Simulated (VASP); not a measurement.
# B3C (P-6m2) in VASP: notebook, part 2 of 2

VASP 6.6.1. Earlier steps stand in the parts before.

**4. Single point, PBE**

This run uses another cell than the first one, of 9.45 Å³/atom, 1.422 times its volume.

The input, INCAR:

```
PREC     = Accurate       # precision mode
ENCUT    = 520            # plane-wave cutoff, eV
EDIFF    = 1E-6           # SCF threshold, eV
ISMEAR   = 0              # smearing method
SIGMA    = 0.1            # smearing width, eV
LREAL    = F              # projectors in reciprocal space
LASPH    = T              # aspherical terms in the spheres
NELM     = 60             # most SCF steps
ALGO     = Normal         # electronic algorithm
ISIF     = 2              # what is computed and relaxed
LWAVE    = F              # write WAVECAR
LCHARG   = F              # write CHGCAR
GGA      = PE             # functional
NBANDS   = 14             # bands
```

The input, KPOINTS:

```
Automatic mesh
0
Gamma
  12 12 2
```

The input, POSCAR:

```
B3C
1.0
    2.4103921000      0.0000000000      0.0000000000
   -1.2051960500      2.0874607900      0.0000000000
    0.0000000000      0.0000000000      7.5087784500
B C
3 1
Direct
    0.0000000000      0.0000000000      0.0000000000
    0.6666666700      0.3333333300      0.7616215300
    0.6666666700      0.3333333300      0.2383784700
    0.0000000000      0.0000000000      0.5000000000
```

Potentials or basis: VASP PAW PBE potentials, release 64 (B, C).

Launch:

```bash
$ cat potpaw_PBE.64/B/POTCAR potpaw_PBE.64/C/POTCAR > POTCAR
$ mpirun -np 1 vasp_std > vasp.out
```

OUTCAR:

```text
PREC = Accurate
   ENCUT = 520
   EDIFF = 1E-6
   ISMEAR = 0
   LREAL = F
   LASPH = T
   NELM = 60
   ISIF = 2
   GGA = PE

 ion  position               nearest neighbor table
   1  0.000  0.000  0.000-
   2  0.667  0.333  0.762-
   3  0.667  0.333  0.238-
   4  0.000  0.000  0.500-

  LATTYP: Found a hexagonal cell.
 ALAT       =     2.4103921000
 C/A-ratio  =     3.1151688765

  Lattice vectors:

 A1 = (   2.4103921000,   0.0000000000,   0.0000000000)
 A2 = (  -1.2051960500,   2.0874607900,   0.0000000000)
 A3 = (   0.0000000000,   0.0000000000,   7.5087784500)

Analysis of symmetry for initial positions (statically):
=====================================================================
 Subroutine PRICEL returns:
 Original cell was already a primitive cell.

 Routine SETGRP: Setting up the symmetry group for a
 hexagonal supercell.

 Subroutine GETGRP returns: Found 12 space group operations
 (whereof 12 operations were pure point group operations)
[... 173 lines left out ...]
 fundamental gap:      0.1039660736
 Fermi energy:         4.9499738160

 k-point     1 :       0.0000    0.0000    0.0000
  band No.  band energies     occupation
      1      -9.5408      2.00000
      2      -7.7475      2.00000
      3      -6.5449      2.00000
      4      -0.8851      2.00000
      5       0.0607      2.00000
      6       8.5666      0.00000
      7       9.8191      0.00000
      8      10.0786      0.00000
      9      10.0786      0.00000
     10      13.2129      0.00000
     11      13.2129      0.00000
     12      14.1767      0.00000
     13      14.1767      0.00000
     14      14.9986      0.00000
[... 377 lines left out ...]
      1      -6.1918      2.00000
      2      -5.4099      2.00000
      3      -1.8841      2.00000
      4      -0.5546      2.00000
      5       2.8501      2.00000
      6       4.0466      2.00000
      7       6.1196      0.00000
      8       6.4147      0.00000
      9       7.5157      0.00000
     10       8.2071      0.00000
     11       9.1389      0.00000
     12       9.8755      0.00000
     13      12.0424      0.00000
     14      12.3788      0.00000

 [... further k-points ...]
[... 5 lines left out ...]
  --------------------------------------------------------------------------------------
  -------------------------------------------------------------------------------------
  Total       -8.4019144     -8.4019144     -9.5262135      0.0000000      0.0000000      0.0000000
  in kB     -356.2981140   -356.2981134   -403.9760131      0.0000000      0.0000000      0.0000000
  external PRESSURE =    -372.1907468 kB  Pullay stress =       0.0000000 kB

 VOLUME and BASIS-vectors are now :
 -----------------------------------------------------------------------------
  energy-cutoff  :      520.00
  volume of cell :       37.78
      direct lattice vectors                 reciprocal lattice vectors
     2.410392100  0.000000000  0.000000000     0.414870261  0.239525457  0.000000000
    -1.205196050  2.087460790  0.000000000     0.000000000  0.479050914  0.000000000
     0.000000000  0.000000000  7.508778450     0.000000000  0.000000000  0.133177454

 POSITION                                       TOTAL-FORCE (eV/Angst)
 -----------------------------------------------------------------------------------
      0.00000      0.00000      0.00000        -0.000000      0.000000      0.000000
      1.20520      0.69582      5.71885         0.000000     -0.000000      0.743789
      1.20520      0.69582      1.78993         0.000000     -0.000000     -0.743789
      0.00000      0.00000      3.75439        -0.000000      0.000000      0.000000
 -----------------------------------------------------------------------------------
    total drift:                               -0.000001      0.000001      0.000000

  FREE ENERGIE OF THE ION-ELECTRON SYSTEM (eV)
  ---------------------------------------------------
  free  energy   TOTEN  =       -17.9356908687 eV

  energy  without entropy=      -17.9274900858  energy(sigma->0) =      -17.93159048
```

stdout:

```text
POSCAR found type information on POSCAR B C
 POSCAR found :  2 types and       4 ions
 scaLAPACK will be used
 LDA part: xc-table for (Slater+PW92), standard interpolation
 POSCAR, INCAR and KPOINTS ok, starting setup
 FFT: planning ... GRIDC
 FFT: planning ... GRID_SOFT
 FFT: planning ... GRID
 WAVECAR not read
 entering main loop
```

Wall time 7.3 s (1 thread of Intel Xeon 6975P-C (Granite Rapids), shared host); peak memory 0.14 GiB.

Results:

- Free energy: -17.9357 eV
- Pressure: -37.2 GPa
- Largest force: 0.744 eV/Å

Forces in eV/Å, atoms in the order of the input:
```
B    0.000  0.000  0.000
B    0.000  0.000  0.744
B    0.000  0.000 -0.744
C    0.000  0.000  0.000
```

Stress tensor (GPa, compression positive):
```
-35.63   0.00   0.00
  0.00 -35.63   0.00
  0.00   0.00 -40.40
```

Levels at points of the mesh, in eV from the Fermi level:
| k point | band 4 | band 5 | band 6 | band 7 | band 8 | band 9 |
| --- | --- | --- | --- | --- | --- | --- |
| (0.00, 0.00, 0.00) | -5.84 | -4.89 | 3.62 | 4.87 | 5.13 | 5.13 |
| (0.50, 0.00, 0.00) | -5.34 | -5.13 | -3.35 | -0.28 | 0.71 | 1.67 |
| (0.00, 0.00, 0.50) | -8.51 | -1.20 | -0.27 | 5.13 | 5.13 | 7.44 |
| (0.50, 0.00, 0.50) | -6.03 | -3.87 | -2.04 | -2.02 | -0.93 | 2.75 |

Caveat: the k points lie up to 0.42 Å⁻¹ apart.

**5. Overview**

```tsv
cell	k mesh	gap on the mesh (eV)	pressure (GPa)	largest force (eV/Å)
a = 2.571, b = 2.571, c = 4.642 Å, angles 90.0, 90.0, 120.0°, 4 atoms	6 × 6 × 4	none	0.1	0.01
a = 2.568, b = 2.568, c = 4.707 Å, angles 90.0, 90.0, 120.0°, 4 atoms	12 × 12 × 2	none	0.1	0.02
a = 2.410, b = 2.410, c = 7.509 Å, angles 90.0, 90.0, 120.0°, 4 atoms	12 × 12 × 2	none	-37.2	0.74
```

Alike in all rows: task single point; level PBE; potentials or basis VASP PAW PBE potentials, release 64 (B, C); no spin polarisation; cutoff (eV) 520; smearing gaussian 0.1 eV.

Caveats: all runs use coarse meshes.

Total energies depend on the potentials used, so only differences within one code and one set of settings carry meaning.
